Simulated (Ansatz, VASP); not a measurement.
One calculation of Ag, two programs

```
CELL_PARAMETERS angstrom
2.10818 0.00000 0.00000
0.00000 2.10818 0.00000
0.00000 0.00000 2.10818
ATOMIC_POSITIONS crystal
Ag 0.00000 0.00000 0.00000
```

Change from the starting cell: volume scaled by 0.45, LAPW.

Alike in both runs: task single point; functional PBE; k mesh 16 × 16 × 16; occupations fermi-dirac, width 0.08 eV; no spin polarisation.

```csv
,VASP,Ansatz
version,VASP 6.6.1,Ansatz 0.2.0
potentials or method,"VASP PAW PBE potentials, release 64 (Ag), cutoff 520 eV","all-electron LAPW, scalar-relativistic"
```

Ansatz gave:

```
pressure (GPa) : 475.2
```

Problem. Which values does VASP return?

Solution. Pressure (GPa): 466.7.

Both programs put the cell under a high pressure, so it lies far from rest at this level. Ansatz ran all-electron here, and VASP with PAW potentials.

Noted on VASP's run: the cell as given lies far from equilibrium.
